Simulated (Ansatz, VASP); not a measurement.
Pb: VASP beside Ansatz

INCAR

```
SYSTEM = Pb
ALGO = Fast
EDIFF = 1E-6
EDIFFG = -0.01
ENCUT = 600
GGA = PE
IBRION = 2
ISIF = 3
ISMEAR = 0
IVDW = 12
LASPH = .TRUE.
LCHARG = .FALSE.
LREAL = .FALSE.
LWAVE = .FALSE.
NELM = 80
NSW = 80
PREC = Accurate
SIGMA = 0.1
```

Contents of KPOINTS:

```
k-points
0
G
  12 12 1
  0 0 0
```

Contents of POSCAR:

```
Pb
1.0
    3.3663723138      0.0000000000      0.0000000000
   -1.6831861569      2.9153639423      0.0000000000
    0.0000000000      0.0000000000     39.5006721880
Pb
4
Direct
    0.0000000000      0.0000000000      0.5426323984
    0.0000000000      0.0000000000      0.4573676016
    0.3333333333      0.6666666667      0.3815708584
    0.6666666667      0.3333333333      0.6184291416
```

Input for Ansatz:

```yaml
crystal:
  lattice:
    - [3.3663723138, 0.0, 0.0]
    - [-1.6831861569, 2.9153639423, 0.0]
    - [0.0, 0.0, 39.500672188]
  atoms:
    - { symbol: Pb, position: [0.0, 0.0, 0.5426323984] }
    - { symbol: Pb, position: [0.0, 0.0, 0.4573676016] }
    - { symbol: Pb, position: [0.3333333333, 0.6666666667, 0.3815708584] }
    - { symbol: Pb, position: [0.6666666667, 0.3333333333, 0.6184291416] }
basis:
  ecutwfc: 420
kpoints:
  mp_grid: { grid: [12, 12, 1] }
hamiltonian:
  xc: pbe
  dispersion: d3bj
scf:
  occupations: { method: gaussian, width: 0.1 }
output:
  forces: true
  stress: true
  eigenvalues: true
  write_density: true
  write_potential: true
  elf: true
  volumetric_format: npy
relax:
  adjacent_minimum: "off"
  f_tol: 0.01
  max_steps: 60
  cell: { stress_tol: 0.1 }
```

Alike in both runs: task relaxation of cell and atoms; functional PBE; dispersion D3(BJ); k mesh 12 × 12 × 1; occupations gaussian, width 0.1 eV; no spin polarisation.

```csv
,VASP,Ansatz
version,VASP 6.6.1,Ansatz 0.2.0
potentials or method,"VASP PAW PBE potentials, release 64 (Pb_d), cutoff 600 eV","scalar-relativistic, plane waves, PAW"
valence electrons in the cell,56,56
```

Ansatz gave:

```
gap on the k mesh at the Fermi level, each at its own relaxed structure (eV) : none
relaxed volume (Å³/atom)                                                     : 100.97
relaxed length of the cell vector where the two differ most in proportion (Å)              : 39.403
```

Q: Which values does VASP return?

A: gap on the k mesh at the Fermi level, each at its own relaxed structure (eV): none; relaxed volume (Å³/atom): 98.37; relaxed length of the cell vector where the two differ most in proportion (Å): 38.431.

A gap of «none» marks a metal or a gap that the smearing closes. Ansatz's warnings: relaxed geometry near dispersion switch, xc potential rough in thin density.

Spin-orbit coupling is off throughout.
